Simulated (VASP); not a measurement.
# Sr2B (CdCl2 type) (R-3m) in VASP: a series of runs, part 2 of 2

VASP 6.6.1. The steps go on from the part before.

### Step 3. Single point, LDA (volume scaled by 0.6)

The input, INCAR:

```
PREC     = Accurate       # precision mode
ENCUT    = 520            # plane-wave cutoff, eV
EDIFF    = 1E-6           # SCF threshold, eV
ISMEAR   = -1             # smearing method
SIGMA    = 0.05           # smearing width, eV
LREAL    = F              # projectors in reciprocal space
LASPH    = T              # aspherical terms in the spheres
NELM     = 80             # most SCF steps
ALGO     = Normal         # electronic algorithm
ISIF     = 2              # what is computed and relaxed
LWAVE    = F              # write WAVECAR
LCHARG   = T              # write CHGCAR
GGA      = CA             # functional
LELF     = T              # ELF
LVHAR    = T            
NBANDS   = 18             # bands
```

The input, KPOINTS:

```
Automatic mesh
0
Gamma
  10 10 10
```

The input, POSCAR:

```
Sr2B
1.0
    2.0531964664     -1.1854135326      3.3553390245
    0.0000000000      2.3708270652      3.3553390245
   -2.0531964664     -1.1854135326      3.3553390245
B Sr
1 2
Direct
    0.0000000000      0.0000000000      0.0000000000
    0.2499809164      0.2499809164      0.2499809164
    0.7500190836      0.7500190836      0.7500190836
```

Potentials or basis: VASP PAW LDA potentials, release 64 (B, Sr_sv).

The run is started by

```sh
> cat potpaw_LDA.64/B/POTCAR potpaw_LDA.64/Sr_sv/POTCAR > POTCAR
> mpirun -np 1 vasp_std > vasp.out
```

OUTCAR:

```text
PREC = Accurate
   ENCUT = 520
   EDIFF = 1E-6
   ISMEAR = -1
   LREAL = F
   LASPH = T
   NELM = 80
   ISIF = 2
   GGA = CA

 ion  position               nearest neighbor table
   1  0.000  0.000  0.000-   3 2.51   3 2.51   2 2.51   2 2.51   2 2.51   3 2.51   3 2.52   2 2.52

   2  0.250  0.250  0.250-   1 2.51   1 2.51   1 2.51   1 2.52   3 2.90   3 2.90   3 2.90   3 2.90
                             3 2.90   3 2.90   3 5.03   3 5.03   3 5.03   3 5.03   3 5.03
   3  0.750  0.750  0.750-   1 2.51   1 2.51   1 2.51   1 2.52   2 2.90   2 2.90   2 2.90   2 2.90
                             2 2.90   2 2.90   2 5.03   2 5.03   2 5.03   2 5.03   2 5.03

  LATTYP: Found a trigonal (rhomboedric) cell.
 ALAT       =     4.1084207358
 COS(alpha) =     0.5004934506

  Lattice vectors:

 A1 = (   2.0531964664,  -1.1854135326,   3.3553390245)
 A2 = (   0.0000000000,   2.3708270652,   3.3553390245)
 A3 = (  -2.0531964664,  -1.1854135326,   3.3553390245)

Analysis of symmetry for initial positions (statically):
=====================================================================
 Subroutine PRICEL returns:
 Original cell was already a primitive cell.

 Routine SETGRP: Setting up the symmetry group for a
 trigonal (rhombohedral) supercell.

 Subroutine GETGRP returns: Found 12 space group operations
 (whereof 12 operations were pure point group operations)
 out of a pool of 12 trial point group operations.

The static configuration has the point symmetry D_3d.

Analysis of symmetry for dynamics (positions and initial velocities):
=====================================================================
 Subroutine PRICEL returns:
 Original cell was already a primitive cell.

 Routine SETGRP: Setting up the symmetry group for a
 trigonal (rhombohedral) supercell.

 Subroutine GETGRP returns: Found 12 space group operations
 (whereof 12 operations were pure point group operations)
 out of a pool of 12 trial point group operations.

The dynamic configuration has the point symmetry D_3d.

 Subroutine INISYM returns: Found 12 space group operations
 (whereof 12 operations are pure point group operations),
[... 118 lines left out ...]
     AMIX_MAG =   1.60;   BMIX_MAG =  1.00
  volume/ion in A,a.u.               =      16.33       110.22
  Fermi-wavevector in a.u.,A,eV,Ry     =   1.272296  2.404290 22.024249  1.618737
  Thomas-Fermi vector in A             =   2.405182
   LORBIT       =      0    0 simple, 1 ext, 2 COOP (PROOUT), +10 PAW based schemes
   GGA     = CA    functional components
   LHFCALC =     F    Hartree Fock is set to
   AEXX    =    0.0000 exact exchange contribution
   IVDW    =     0    specifies the selected vdW correction
   LEPSILON=     F    determine dielectric tensor
   LRPA    =     F    only Hartree local field effects (RPA)
 non-spin polarized calculation
  energy-cutoff  :      520.00
  volume of cell :       49.00
 maximum number of plane-waves:      1363
   NGX = 15   NGY = 15   NGZ = 15

 number of electron      23.0000000 magnetization

 Free energy of the ion-electron system (eV)
  ---------------------------------------------------
  ext. energy  EPLUGINS =         0.00000000
  ---------------------------------------------------
  free energy    TOTEN  =        -6.65987991 eV

  energy without entropy =       -6.63743423  energy(sigma->0) =       -6.64865707

 E-fermi :   5.3722     XC(G=0): -11.3296

 val. band max:        5.3693557670   @ k =  -0.4000   0.5000   0.1000
 cond. band min:       5.3884177810   @ k =   0.5000   0.5000   0.3000
 fundamental gap:      0.0190620140
 Fermi energy:         5.3722062950

 k-point     1 :       0.0000    0.0000    0.0000
  band No.  band energies     occupation
      1     -29.6478      2.00000
      2     -28.3929      2.00000
      3     -12.2185      2.00000
      4     -12.2157      2.00000
      5     -12.2157      2.00000
      6     -10.3765      2.00000
[... 481 lines left out ...]
      5     -12.6309      2.00000
      6     -10.3306      2.00000
[... 10 lines left out ...]
     17      10.4510      0.00000
     18      12.5663      0.00000

 [... further k-points ...]

------------------------ aborting loop because EDIFF is reached ----------------------------------------

  FORCE on cell =-STRESS in cart. coord.  units (eV):
  Direction    XX          YY          ZZ          XY          YZ          ZX
  --------------------------------------------------------------------------------------
  -------------------------------------------------------------------------------------
  Total       13.1693511     13.1693511     13.1455390      0.0000000      0.0000000     -0.0000000
  in kB      430.6127766    430.6127766    429.8341658      0.0000000      0.0000000     -0.0000000
  external PRESSURE =     430.3532397 kB  Pullay stress =       0.0000000 kB

 VOLUME and BASIS-vectors are now :
 -----------------------------------------------------------------------------
  energy-cutoff  :      520.00
  volume of cell :       49.00
      direct lattice vectors                 reciprocal lattice vectors
     2.053196466 -1.185413533  3.355339025     0.243522726 -0.140597911  0.099344159
     0.000000000  2.370827065  3.355339025     0.000000000  0.281195823  0.099344159
    -2.053196466 -1.185413533  3.355339025    -0.243522726 -0.140597911  0.099344159

 POSITION                                       TOTAL-FORCE (eV/Angst)
 -----------------------------------------------------------------------------------
      0.00000      0.00000      0.00000        -0.000000      0.000000      0.000000
      0.00000      0.00000      2.51631         0.000000     -0.000000     -0.004882
      0.00000      0.00000      7.54970         0.000000     -0.000000      0.004882
 -----------------------------------------------------------------------------------
    total drift:                                0.000000      0.000000     -0.000000

  FREE ENERGIE OF THE ION-ELECTRON SYSTEM (eV)
  ---------------------------------------------------
  free  energy   TOTEN  =        -6.6598799100 eV

  energy  without entropy=       -6.6374342307  energy(sigma->0) =       -6.64865707
```

Wall time 76 s (1 thread of Intel Xeon Platinum 8259CL at 2.50GHz (Skylake/Cascade Lake), shared host); peak memory 0.22 GiB.

What came out:

* Free energy: -6.6599 eV
* Pressure: 43.0 GPa
* Largest force: 0.005 eV/Å

Forces in eV/Å, atoms in the order of the input:
```
B    0.000  0.000  0.000
Sr   0.000  0.000 -0.005
Sr   0.000  0.000  0.005
```

Levels at points of the mesh, in eV from the Fermi level:
```csv
k point,band 10,band 11,band 12,band 13,band 14,band 15
"(0.00, 0.00, 0.00)",-2.58,-2.58,-2.58,0.43,0.43,2.80
"(0.50, 0.00, 0.00)",-0.71,-0.44,-0.44,2.75,3.15,3.15
"(0.50, 0.50, 0.00)",-2.00,0.65,1.16,1.16,1.93,2.65
"(0.50, 0.50, 0.50)",-0.72,-0.44,-0.44,2.75,3.15,3.15
```

### Step 4. Single point, LDA (volume scaled by 0.9)

The input, INCAR:

```
SYSTEM = Sr2B
  PREC = Accurate
  ENCUT = 520
  EDIFF = 1E-7
  ISMEAR = -1
  SIGMA = 0.05
  LREAL = .False.
  LASPH = .True.
  NELM = 80
  ALGO = Normal
  ISIF = 2
  LWAVE = .False.
  LCHARG = .False.
  GGA = CA
  NBANDS = 18
```

The input, KPOINTS:

```
Automatic mesh
0
Gamma
  10 10 10
  0 0 0
```

The input, POSCAR:

```
Sr2B
1.0
    2.3503232379     -1.3569597541      3.8409043699
    0.0000000000      2.7139195081      3.8409043699
   -2.3503232379     -1.3569597541      3.8409043699
B Sr
1 2
Direct
    0.0000000000      0.0000000000      0.0000000000
    0.2499809164      0.2499809164      0.2499809164
    0.7500190836      0.7500190836      0.7500190836
```

The run is started by

```sh
> cat potpaw_LDA.64/B/POTCAR potpaw_LDA.64/Sr_sv/POTCAR > POTCAR
> mpirun -np 1 vasp_std > vasp.out
```

Wall time 51 s (1 thread of Intel Xeon 6975P-C (Granite Rapids), shared host); peak memory 0.27 GiB.

It converged, with:

```yaml
Free_energy: -9.5379 eV
Pressure: 4.6 GPa
```

Levels at points of the mesh, in eV from the Fermi level:
| k point | band 9 | band 10 | band 11 | band 12 | band 13 | band 14 | band 15 | band 16 |
| --- | --- | --- | --- | --- | --- | --- | --- | --- |
| (0.00, 0.00, 0.00) | -6.19 | -1.33 | -1.32 | -1.32 | 1.00 | 1.00 | 1.56 | 6.19 |
| (0.50, 0.00, 0.00) | -5.05 | -1.50 | -0.24 | -0.24 | 2.43 | 2.55 | 2.56 | 3.88 |
| (0.50, 0.50, 0.00) | -4.94 | -2.03 | 0.01 | 0.59 | 0.59 | 1.82 | 2.02 | 4.67 |
| (0.50, 0.50, 0.50) | -5.05 | -1.51 | -0.24 | -0.24 | 2.43 | 2.55 | 2.55 | 3.88 |
